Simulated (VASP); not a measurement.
Crystal: TiB2.

```
CELL_PARAMETERS angstrom
3.00000 0.00000 0.00000
-1.50000 2.59808 0.00000
0.00000 0.00000 3.30000
ATOMIC_POSITIONS crystal
Ti 0.00000 0.00000 0.00000
B 0.33333 0.66667 0.50000
B 0.66667 0.33333 0.50000
```

| Item | Value |
| --- | --- |
| Program | VASP 6.6.1 |
| Task | relaxation of cell and atoms |
| Functional | PBE |
| Potentials or basis | VASP PAW PBE potentials, release 64 (Ti_sv, B) |
| Cutoff | 600 eV |
| k mesh | 17 × 17 × 13 |
| Occupations | gaussian, width 0.1 eV |
| Spin | no spin polarisation |

At the start: pressure 1.0 GPa; volume 8.57 Å³/atom.

Task: How do energy, volume and symmetry change on relaxing?

Result: Over 5 steps the energy falls by 8.1 meV/atom and the volume is 8.56 Å³/atom (-0.1 %); space group P6/mmm (No. 191, to 0.1 Å) before and after.

Step by step:
| step | energy change (eV) | largest force (eV/Å) | pressure (GPa) | volume (Å³) |
| --- | --- | --- | --- | --- |
| 1 | 0.0000 | 0.0000 | 1.01 | 25.72 |
| 2 | -0.0226 | 0.0000 | -2.30 | 25.91 |
| 3 | -0.0230 | 0.0000 | -1.94 | 25.89 |
| 4 | -0.0236 | 0.0000 | 1.50 | 25.53 |
| 5 | -0.0244 | 0.0000 | -0.01 | 25.68 |

Final structure:
```
Ti B
1.0
     3.03244    0.00000    0.00000
    -1.51622    2.62617    0.00000
     0.00000    0.00000    3.22510
Ti B
1 2
Direct
  0.00000 0.00000 0.00000
  0.33333 0.66667 0.50000
  0.66667 0.33333 0.50000
```
